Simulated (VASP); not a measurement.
Input of a VASP 6.6.1 run:

File INCAR:

```
SYSTEM = Zn
PREC     = Accurate       ! precision mode
ENCUT    = 500            ! plane-wave cutoff, eV
EDIFF    = 1E-6           ! SCF threshold, eV
ISMEAR   = 1              ! smearing method
SIGMA    = 0.05           ! smearing width, eV
LREAL    = .False.        ! projectors in reciprocal space
LASPH    = .True.         ! aspherical terms in the spheres
NELM     = 120            ! most SCF steps
ALGO     = Normal         ! electronic algorithm
ISIF     = 2              ! what is computed and relaxed
LWAVE    = .False.        ! write WAVECAR
LCHARG   = .True.         ! write CHGCAR
GGA      = PE             ! functional
LELF     = .True.         ! ELF
LVHAR    = .True.       
NBANDS   = 12             ! bands
GGA_COMPAT= .False.
```

File KPOINTS:

```
regular mesh
0
Gamma
  20 20 20
  0 0 0
```

The input POSCAR:

```
Zn
1.0
    0.0000000000      1.9644499485      1.9644499485
    1.9644499485      0.0000000000      1.9644499485
    1.9644499485      1.9644499485      0.0000000000
Zn
1
Direct
    0.0000000000      0.0000000000      0.0000000000
```

Potentials or basis: VASP PAW PBE potentials, release 64 (Zn).

Run with:

```sh
$ cat potpaw_PBE.64/Zn/POTCAR > POTCAR
$ mpirun -np 1 vasp_std > vasp.out
```

**Question.** What does it give for the band gap on the k mesh?

**Answer.** Zero (bands 6 and 7 overlap by 3.63 eV).

**Question.** Predict the pressure.

**Answer.** 0.4 GPa.
